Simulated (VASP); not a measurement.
# CaB6 (Pm-3m) in VASP: notebook, part 3 of 3

VASP 6.6.1. The steps go on from the part before.

### Step 6. Single point, PBEsol (9.74 Å³/atom)

This run uses another cell than the first one, of 9.74 Å³/atom.

Input file INCAR:

```
PREC = Accurate ; ENCUT = 520
EDIFF = 1E-6 ; ISMEAR = 0
SIGMA = 0.1 ; LREAL = F
LASPH = T ; NELM = 80
ALGO = Normal ; ISIF = 2
LWAVE = F ; LCHARG = T
GGA = PS ; LELF = T
LVHAR = T ; NBANDS = 23
```

Input file KPOINTS:

```
regular mesh
0
Gamma
  10 10 10
```

Input file POSCAR:

```
CaB6
1.0
    4.0856458199      0.0000000000      0.0000000000
    0.0000000000      4.0856458199      0.0000000000
    0.0000000000      0.0000000000      4.0856458199
Ca B
1 6
Direct
    0.5000000000      0.5000000000      0.5000000000
    0.0000000000      0.0000000000      0.2989324299
    0.0000000000      0.0000000000      0.7010675701
    0.2989324299      0.0000000000      0.0000000000
    0.7010675701      0.0000000000      0.0000000000
    0.0000000000      0.2989324299      0.0000000000
    0.0000000000      0.7010675701      0.0000000000
```

Potentials or basis: VASP PAW PBE potentials, release 64 (Ca_sv, B).

The run is started by

```console
cat potpaw_PBE.64/Ca_sv/POTCAR potpaw_PBE.64/B/POTCAR > POTCAR
mpirun -np 1 vasp_std > vasp.out
```

OUTCAR:

```text
PREC = Accurate
   ENCUT = 520
   EDIFF = 1E-6
   ISMEAR = 0
   LREAL = F
   LASPH = T
   NELM = 80
   ISIF = 2
   GGA = PS

 ion  position               nearest neighbor table
   1  0.500  0.500  0.500-
   2  0.000  0.000  0.299-   3 1.64   4 1.73   5 1.73   6 1.73   7 1.73
   3  0.000  0.000  0.701-   2 1.64   4 1.73   5 1.73   6 1.73   7 1.73
   4  0.299  0.000  0.000-   5 1.64   3 1.73   2 1.73   6 1.73   7 1.73
   5  0.701  0.000  0.000-   4 1.64   3 1.73   2 1.73   6 1.73   7 1.73
   6  0.000  0.299  0.000-   7 1.64   3 1.73   4 1.73   5 1.73   2 1.73
   7  0.000  0.701  0.000-   6 1.64   3 1.73   4 1.73   5 1.73   2 1.73

  LATTYP: Found a simple cubic cell.
 ALAT       =     4.0856458199

  Lattice vectors:

 A1 = (   4.0856458199,   0.0000000000,   0.0000000000)
 A2 = (   0.0000000000,   4.0856458199,   0.0000000000)
 A3 = (   0.0000000000,   0.0000000000,   4.0856458199)

Analysis of symmetry for initial positions (statically):
=====================================================================
 Subroutine PRICEL returns:
 Original cell was already a primitive cell.

 Routine SETGRP: Setting up the symmetry group for a
 simple cubic supercell.

 Subroutine GETGRP returns: Found 48 space group operations
 (whereof 48 operations were pure point group operations)
 out of a pool of 48 trial point group operations.

The static configuration has the point symmetry O_h .

Analysis of symmetry for dynamics (positions and initial velocities):
=====================================================================
 Subroutine PRICEL returns:
 Original cell was already a primitive cell.

 Routine SETGRP: Setting up the symmetry group for a
 simple cubic supercell.

 Subroutine GETGRP returns: Found 48 space group operations
 (whereof 48 operations were pure point group operations)
 out of a pool of 48 trial point group operations.
[... 126 lines left out ...]
   ISMEAR =     0;   SIGMA  =   0.10  broadening in eV -4-tet -1-fermi 0-gaus
   EFERMI_NEDOS =   21; number of points for ismear=-14 and -15
   IALGO  =     38    algorithm
   IMIX   =      4    mixing-type and parameters
     AMIX     =   0.40;   BMIX     =  1.00
     AMIX_MAG =   1.60;   BMIX_MAG =  1.00
  volume/ion in A,a.u.               =       9.74        65.75
  Fermi-wavevector in a.u.,A,eV,Ry     =   1.216747  2.299318 20.143047  1.480472
  Thomas-Fermi vector in A             =   2.352090
   LORBIT       =      0    0 simple, 1 ext, 2 COOP (PROOUT), +10 PAW based schemes
   GGA     = PS    functional components
   LHFCALC =     F    Hartree Fock is set to
   AEXX    =    0.0000 exact exchange contribution
   IVDW    =     0    specifies the selected vdW correction
   LEPSILON=     F    determine dielectric tensor
   LRPA    =     F    only Hartree local field effects (RPA)
 non-spin polarized calculation
 Gauss-broadening in eV      SIGMA  =   0.10
  energy-cutoff  :      520.00
  volume of cell :       68.20
 maximum number of plane-waves:      1861
   NGX = 15   NGY = 15   NGZ = 15

 number of electron      28.0000006 magnetization

 Free energy of the ion-electron system (eV)
  ---------------------------------------------------
  ext. energy  EPLUGINS =         0.00000000
  ---------------------------------------------------
  free energy    TOTEN  =       -47.06976598 eV

  energy without entropy =      -47.06886239  energy(sigma->0) =      -47.06931418

 E-fermi :   4.8691     XC(G=0): -10.8902

 val. band max:        4.8051189868   @ k =   0.3000   0.0000   0.0000
 cond. band min:       4.9211590448   @ k =   0.4000   0.0000   0.0000
 fundamental gap:      0.1160400581
 Fermi energy:         4.8691045379

 k-point     1 :       0.0000    0.0000    0.0000
  band No.  band energies     occupation
      1     -35.8790      2.00000
      2     -16.9574      2.00000
      3     -16.9574      2.00000
      4     -16.9574      2.00000
      5      -9.8280      2.00000
      6      -2.2391      2.00000
[... 613 lines left out ...]
     22      10.8569      0.00000
     23      11.3189      0.00000

 [... further k-points ...]
[... 5 lines left out ...]
  --------------------------------------------------------------------------------------
  -------------------------------------------------------------------------------------
  Total        2.2324784      2.2324784      2.2324784     -0.0000000      0.0000000      0.0000000
  in kB       52.4464019     52.4464019     52.4464019     -0.0000000      0.0000000      0.0000000
  external PRESSURE =      52.4464019 kB  Pullay stress =       0.0000000 kB

 VOLUME and BASIS-vectors are now :
 -----------------------------------------------------------------------------
  energy-cutoff  :      520.00
  volume of cell :       68.20
      direct lattice vectors                 reciprocal lattice vectors
     4.085645820  0.000000000  0.000000000     0.244759346  0.000000000  0.000000000
     0.000000000  4.085645820  0.000000000     0.000000000  0.244759346  0.000000000
     0.000000000  0.000000000  4.085645820     0.000000000  0.000000000  0.244759346

 POSITION                                       TOTAL-FORCE (eV/Angst)
 -----------------------------------------------------------------------------------
      2.04282      2.04282      2.04282         0.000000      0.000000     -0.000000
      0.00000      0.00000      1.22133         0.000000     -0.000000      0.034031
      0.00000      0.00000      2.86431         0.000000      0.000000     -0.034031
      1.22133      0.00000      0.00000         0.034031      0.000000     -0.000000
      2.86431      0.00000      0.00000        -0.034031     -0.000000     -0.000000
      0.00000      1.22133      0.00000         0.000000      0.034031     -0.000000
      0.00000      2.86431      0.00000         0.000000     -0.034031     -0.000000
 -----------------------------------------------------------------------------------
    total drift:                                0.000000      0.000000     -0.000000

  FREE ENERGIE OF THE ION-ELECTRON SYSTEM (eV)
  ---------------------------------------------------
  free  energy   TOTEN  =       -47.0697659764 eV

  energy  without entropy=      -47.0688623866  energy(sigma->0) =      -47.06931418
```

Wall time 38 s (1 thread of Intel Xeon 6975P-C (Granite Rapids), shared host); peak memory 0.21 GiB.

What came out:

- Free energy: -47.0698 eV
- Pressure: 5.2 GPa
- Largest force: 0.034 eV/Å
- Band gap on the k mesh: 0.12 eV (least direct gap 0.12 eV)

Forces on the atoms (eV/Å):
```
Ca   0.000  0.000  0.000
B    0.000  0.000  0.034
B    0.000  0.000 -0.034
B    0.034  0.000  0.000
B   -0.034  0.000  0.000
B    0.000  0.034  0.000
B    0.000 -0.034  0.000
```

Levels at points of the mesh, in eV from the valence-band top:
```
           k point  band 12  band 13  band 14  band 15  band 16  band 17
(0.00, 0.00, 0.00)    -0.26    -0.26    -0.26     2.90     2.90     2.90
(0.50, 0.00, 0.00)    -2.40    -1.74    -0.18     0.16     3.36     3.36
(0.50, 0.50, 0.00)    -2.76    -1.43    -1.43     3.16     3.16     4.24
(0.50, 0.50, 0.50)    -1.02    -1.02    -1.02     4.40     5.01     5.01
```

Caveat: the cell stands under pressure; the PAW data sets were made with another functional, which shifts forces and pressure a little. A k mesh can miss the band edges.

### Step 7. The runs side by side

```csv
cell,k mesh,gap on the mesh (eV),pressure (GPa),largest force (eV/Å)
"a = 4.145 Å, 7 atoms",8 × 8 × 8,0.07,-1.6,0.04
"a = 3.955 Å, 7 atoms",10 × 10 × 10,none,24.9,0.05
"a = 4.000 Å, 7 atoms",10 × 10 × 10,0.05,17.4,0.04
"a = 4.043 Å, 7 atoms",10 × 10 × 10,0.12,10.9,0.04
"a = 4.086 Å, 7 atoms",10 × 10 × 10,0.12,5.2,0.03
```

Alike in all rows: task single point; level PBEsol; potentials or basis VASP PAW PBE potentials, release 64 (Ca_sv, B); no spin polarisation; cutoff (eV) 520; smearing gaussian 0.1 eV.

Caveats: the PAW data sets were made with another functional, which shifts forces and pressure a little; the cell stands under pressure (at least some runs).

Total energies depend on the potentials used, so only differences within one code and one set of settings carry meaning.
